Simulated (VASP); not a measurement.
# Tl2PbCl4 (P1) in VASP: single point with PBEsol

Aim: the single point of Tl2PbCl4 with PBEsol.

All numbers are computed with VASP 6.6.1; they aren't measurements. Logs are shortened: lines on timing, memory, paths and dates and some standing lists are left out, and cuts for length are marked.

## (1) The cell of the first run

The typed cell holds 7 atoms: a = 8.789 Å, b = 9.020 Å, c = 9.782 Å, α = 130.82°, β = 153.92°, γ = 60.38°.

## (2) Single point, PBEsol

Contents of INCAR:

```
PREC = Accurate
ENCUT = 520
EDIFF = 1E-7
ISMEAR = -1
SIGMA = 0.05
LREAL = False
LASPH = True
NELM = 80
ALGO = Normal
ISIF = 2
LWAVE = False
LCHARG = False
GGA = PS
NBANDS = 43
```

Contents of KPOINTS:

```
regular mesh
0
Gamma
  4 4 4
```

Contents of POSCAR:

```
Tl2PbCl4
1.0
   -4.4312269003      1.3269983545      7.4727332858
    3.4539913097     -2.9102522912      7.8078775491
    4.3881954457      2.9034347627     -8.2464393698
Tl Pb Cl
2 1 4
Direct
    0.6404137890      0.4680380139      0.1516763646
    0.1734528244      0.8105230687      0.4938434502
    0.2237715348      0.0250543109      0.2082014816
   -0.0498976672      0.1139947234      0.2974285409
    0.5008920324      0.7585908156      0.4414843526
    0.3964136352      0.7941169000      0.9777216674
    0.9084142243      0.3195069222      0.0026646410
```

Potentials or basis: VASP PAW PBE potentials, release 64 (Tl_d, Pb_d, Cl).

Command:

```console
$ cat potpaw_PBE.64/Tl_d/POTCAR potpaw_PBE.64/Pb_d/POTCAR potpaw_PBE.64/Cl/POTCAR > POTCAR
$ mpirun -np 1 vasp_std > vasp.out
```

OUTCAR:

```text
PREC = Accurate
   ENCUT = 520
   EDIFF = 1E-7
   ISMEAR = -1
   LREAL = False
   LASPH = True
   NELM = 80
   ISIF = 2
   GGA = PS

 ion  position               nearest neighbor table
   1  0.640  0.468  0.152-   5 3.12   6 3.15   6 3.15   7 3.16   4 3.17   4 3.17   2 3.91
   2  0.173  0.811  0.494-   5 3.12   4 3.13   4 3.14   6 3.20   6 3.20   7 3.22   1 3.91
   3  0.224  0.025  0.208-   4 2.85   5 2.88   5 2.88   7 2.91   7 2.91   6 2.93
   4  0.950  0.114  0.297-   3 2.85   2 3.13   2 3.14   1 3.17   1 3.17
   5  0.501  0.759  0.441-   3 2.88   3 2.88   1 3.12   2 3.12
   6  0.396  0.794  0.978-   3 2.93   1 3.15   1 3.15   2 3.20   2 3.20
   7  0.908  0.320  0.003-   3 2.91   3 2.91   1 3.16   2 3.22

  LATTYP: Found a triclinic cell.
 ALAT       =     7.8544430774
 B/A-ratio  =     1.0093963930
 C/A-ratio  =     0.5475650094
 COS(alpha) =     0.0001238531
 COS(beta)  =     0.0007987989
 COS(gamma) =     0.3798734524

  Lattice vectors:

 A1 = (   7.8421867554,  -0.0068175285,  -0.4385618207)
 A2 = (   3.4109598551,   1.3201808260,   7.0341714651)
 A3 = (   0.0430314546,  -4.2304331172,   0.7737060840)

Analysis of symmetry for initial positions (statically):
=====================================================================
 Subroutine PRICEL returns:
 Original cell was already a primitive cell.

 Routine SETGRP: Setting up the symmetry group for a
 triclinic supercell.

 Subroutine GETGRP returns: Found  1 space group operations
 (whereof  1 operations were pure point group operations)
 out of a pool of  2 trial point group operations.

The static configuration has the point symmetry C_1 .

Analysis of symmetry for dynamics (positions and initial velocities):
=====================================================================
 Subroutine PRICEL returns:
 Original cell was already a primitive cell.

 Routine SETGRP: Setting up the symmetry group for a
 triclinic supercell.

 Subroutine GETGRP returns: Found  1 space group operations
 (whereof  1 operations were pure point group operations)
 out of a pool of  2 trial point group operations.

The dynamic configuration has the point symmetry C_1 .

 Subroutine INISYM returns: Found  1 space group operations
 (whereof  1 operations are pure point group operations),
 and found     1 'primitive' translations

----------------------------------------------------------------------------------------

                                     Primitive cell

  volume of cell :     247.7441

  direct lattice vectors                    reciprocal lattice vectors
    -4.431226900  1.326998354  7.472733286     0.005366651  0.253267907  0.092027204
     3.453991310 -2.910252291  7.807877549     0.131747270  0.015136708  0.075436341
     4.388195446  2.903434763 -8.246439370     0.129603827  0.243837249  0.033552962

  length of vectors
     8.788540222  9.020120630  9.782124257     0.269522615  0.152568361  0.278171812

  position of ions in fractional coordinates (direct lattice)
     0.640413789  0.468038014  0.151676365
     0.173452824  0.810523069  0.493843450
     0.223771535  0.025054311  0.208201482
     0.950102333  0.113994723  0.297428541
     0.500892032  0.758590816  0.441484353
     0.396413635  0.794116900  0.977721667
     0.908414224  0.319506922  0.002664641

  ion indices of the primitive-cell ions
   primitive index   ion index
                 1           1
                 2           2
                 3           3
                 4           4
                 5           5
                 6           6
                 7           7

----------------------------------------------------------------------------------------

 KPOINTS: regular mesh

Automatic generation of k-mesh.
 Grid dimensions read from file:
 generate k-points for:    4    4    4

 Generating k-lattice:

  Cartesian coordinates                     Fractional coordinates (reciprocal lattice)
     0.001341663  0.063316977  0.023006801     0.250000000  0.000000000  0.000000000
     0.032936817  0.003784177  0.018859085    -0.000000000  0.250000000  0.000000000
     0.032400957  0.060959312  0.008388241     0.000000000  0.000000000  0.250000000

  Length of vectors
     0.067380654  0.038142090  0.069542953

  Shift w.r.t. Gamma in fractional coordinates (k-lattice)
     0.000000000  0.000000000  0.000000000

 Subroutine IBZKPT returns following result:
 ===========================================

 Found     36 irreducible k-points:

 Following reciprocal coordinates:
            Coordinates               Weight
  0.000000  0.000000  0.000000      1.000000
  0.250000  0.000000 -0.000000      2.000000
  0.500000  0.000000 -0.000000      1.000000
  0.000000  0.250000  0.000000      2.000000
  0.250000  0.250000 -0.000000      2.000000
  0.500000  0.250000 -0.000000      2.000000
[... 16 lines left out ...]
 -0.000000 -0.250000  0.250000      2.000000
  0.250000 -0.250000  0.250000      2.000000
 [... further k-points ...]
   k-points           NKPTS =     36   k-points in BZ     NKDIM =     36   number of bands    NBANDS=     43
   number of dos      NEDOS =    301   number of ions     NIONS =      7
   total plane-waves  NPLWV = 392000
   dimension x,y,z NGX =    70 NGY =   70 NGZ =   80
   dimension x,y,z NGXF=   140 NGYF=  140 NGZF=  160
   ions per type =               2   1   4
   NGX,Y,Z   is equivalent  to a cutoff of  13.24, 12.90, 13.60 a.u.
   NGXF,Y,Z  is equivalent  to a cutoff of  26.48, 25.80, 27.19 a.u.
 SYSTEM =  unknown system
   PREC   = accura    normal or accurate (medium, high low for compatibility)
   ISTART =      0    job   : 0-new  1-cont  2-samecut
   ICHARG =      2    charge: 1-file 2-atom 10-const
   ISPIN  =      1    spin polarized calculation?
   LNONCOLLINEAR =      F non collinear calculations
   LSORBIT =      F    spin-orbit coupling
   LASPH  =      T    aspherical Exc in radial PAW
   ENCUT  =  520.0 eV  38.22 Ry    6.18 a.u.  16.34 16.77 18.19*2*pi/ulx,y,z
   NELM   =     80;   NELMIN=  2; NELMDL= -5     # of ELM steps
   EDIFF  = 0.1E-06   stopping-criterion for ELM
   LREAL  =      F    real-space projection
   EDIFFG = 0.1E-05   stopping-criterion for IOM
   NSW    =      0    number of steps for IOM
   IBRION =     -1    ionic relax: 0-MD 1-quasi-New 2-CG
   NFREE  =      0    steps in history (QN), initial steepest desc. (CG)
   ISIF   =      2    stress and relaxation
   ISYM   =      2    0-nonsym 1-usesym 2-fastsym
   POTIM  = 0.5000    time-step for ionic-motion
   TEBEG  =    0.0;   TEEND  =   0.0 temperature during run
   PSTRESS=    0.0 pullay stress
   NELECT =      68.0000    total number of electrons
   NUPDOWN=      -1.0000    fix difference up-down
   EMIN   =  10.00;   EMAX   =-10.00  energy-range for DOS
   EFERMI =   0.00;   METHOD = LEGACY
   ISMEAR =    -1;   SIGMA  =   0.05  broadening in eV -4-tet -1-fermi 0-gaus
   EFERMI_NEDOS =   21; number of points for ismear=-14 and -15
   IALGO  =     38    algorithm
   IMIX   =      4    mixing-type and parameters
     AMIX     =   0.40;   BMIX     =  1.00
     AMIX_MAG =   1.60;   BMIX_MAG =  1.00
  volume/ion in A,a.u.               =      35.39       238.84
  Fermi-wavevector in a.u.,A,eV,Ry     =   1.063923  2.010522 15.400861  1.131931
  Thomas-Fermi vector in A             =   2.199424
   LORBIT       =      0    0 simple, 1 ext, 2 COOP (PROOUT), +10 PAW based schemes
   GGA     = PS    functional components
   LHFCALC =     F    Hartree Fock is set to
   AEXX    =    0.0000 exact exchange contribution
   IVDW    =     0    specifies the selected vdW correction
   LEPSILON=     F    determine dielectric tensor
   LRPA    =     F    only Hartree local field effects (RPA)
 non-spin polarized calculation
  energy-cutoff  :      520.00
  volume of cell :      247.74
 maximum number of plane-waves:      6695
 NGX is ok and might be reduce to    70
   NGX = 33   NGY = 33   NGZ = 37

 number of electron      68.0000002 magnetization

 Free energy of the ion-electron system (eV)
  ---------------------------------------------------
  ext. energy  EPLUGINS =         0.00000000
  ---------------------------------------------------
  free energy    TOTEN  =       -24.22397280 eV

  energy without entropy =      -24.22397280  energy(sigma->0) =      -24.22397280

 E-fermi :   1.7386     XC(G=0):  -7.7677

 val. band max:        0.6966129142   @ k =   0.0000   0.0000   0.0000
 cond. band min:       3.6007183533   @ k =   0.5000   0.5000   0.5000
 fundamental gap:      2.9041054391
 Fermi energy:         1.7385525163

 k-point     1 :       0.0000    0.0000    0.0000
  band No.  band energies     occupation
      1     -15.0998      2.00000
      2     -15.0097      2.00000
      3     -15.0078      2.00000
      4     -14.9972      2.00000
      5     -14.9668      2.00000
      6     -13.3375      2.00000
[... 35 lines left out ...]
     42       7.0324      0.00000
     43       7.5666      0.00000

 k-point     2 :       0.2500    0.0000   -0.0000
  band No.  band energies     occupation
      1     -15.0828      2.00000
      2     -15.0704      2.00000
      3     -14.9998      2.00000
      4     -14.9883      2.00000
      5     -14.9738      2.00000
      6     -13.2102      2.00000
[... 35 lines left out ...]
     42       6.5990      0.00000
     43       6.9108      0.00000

 k-point     3 :       0.5000    0.0000   -0.0000
  band No.  band energies     occupation
      1     -15.1468      2.00000
      2     -15.0478      2.00000
      3     -14.9969      2.00000
      4     -14.9813      2.00000
      5     -14.9701      2.00000
      6     -13.0267      2.00000
[... 919 lines left out ...]
      6     -13.2222      2.00000
[... 35 lines left out ...]
     42       6.5686      0.00000
     43       6.9325      0.00000

 k-point    24 :       0.2500   -0.2500    0.2500
  band No.  band energies     occupation
      1     -15.1465      2.00000
      2     -15.0480      2.00000
      3     -14.9969      2.00000
      4     -14.9813      2.00000
      5     -14.9701      2.00000
      6     -13.0351      2.00000
[... 35 lines left out ...]
     42       6.4269      0.00000
     43       7.2650      0.00000

 [... further k-points ...]

------------------------ aborting loop because EDIFF is reached ----------------------------------------

  FORCE on cell =-STRESS in cart. coord.  units (eV):
  Direction    XX          YY          ZZ          XY          YZ          ZX
  --------------------------------------------------------------------------------------
  -------------------------------------------------------------------------------------
  Total       -0.0462624     -0.0662324     -0.0817205      0.0032863     -0.0036516     -0.0075328
  in kB       -0.2991821     -0.4283296     -0.5284920      0.0212525     -0.0236148     -0.0487154
  external PRESSURE =      -0.4186679 kB  Pullay stress =       0.0000000 kB

 VOLUME and BASIS-vectors are now :
 -----------------------------------------------------------------------------
  energy-cutoff  :      520.00
  volume of cell :      247.74
      direct lattice vectors                 reciprocal lattice vectors
    -4.431226900  1.326998354  7.472733286     0.005366651  0.253267907  0.092027204
     3.453991310 -2.910252291  7.807877549     0.131747270  0.015136708  0.075436341
     4.388195446  2.903434763 -8.246439370     0.129603827  0.243837249  0.033552962

 POSITION                                       TOTAL-FORCE (eV/Angst)
 -----------------------------------------------------------------------------------
     -0.55563     -0.07190      7.18923         0.003646      0.000168      0.002688
      4.19801     -0.69481      3.55218        -0.000113     -0.000431     -0.002350
      0.00858      0.82853      0.15089         0.000851      0.000068      0.000282
     -2.51121      1.79260      5.53719        -0.002837     -0.000188     -0.000489
      2.33792     -0.26119      6.02534        -0.003340     -0.000579     -0.003635
      5.27671      1.05371      1.09994        -0.000738      0.000271      0.001168
     -2.91012      0.28336      9.26103         0.002532      0.000691      0.002336
 -----------------------------------------------------------------------------------
    total drift:                                0.000144     -0.000040     -0.000270

  FREE ENERGIE OF THE ION-ELECTRON SYSTEM (eV)
  ---------------------------------------------------
  free  energy   TOTEN  =       -24.2239727977 eV

  energy  without entropy=      -24.2239727976  energy(sigma->0) =      -24.22397280
```

Wall time 21 min (1 thread of Intel Xeon Platinum 8259CL at 2.50GHz (Skylake/Cascade Lake), shared host); peak memory 0.98 GiB.

What came out:

```yaml
Free_energy: -24.2240 eV
Pressure: 0.0 GPa
Largest_force: 0.005 eV/Å
Band_gap_on_the_k_mesh: 2.90 eV (least direct gap 2.96 eV)
```

Forces in eV/Å, atoms in the order of the input:
```
Tl   0.004  0.000  0.003
Tl   0.000  0.000 -0.002
Pb   0.001  0.000  0.000
Cl  -0.003  0.000  0.000
Cl  -0.003 -0.001 -0.004
Cl  -0.001  0.000  0.001
Cl   0.003  0.001  0.002
```

Caveat: the PAW data sets were made with another functional, which shifts forces and pressure a little; spin-orbit coupling is left out, which moves the levels of the heavy elements.
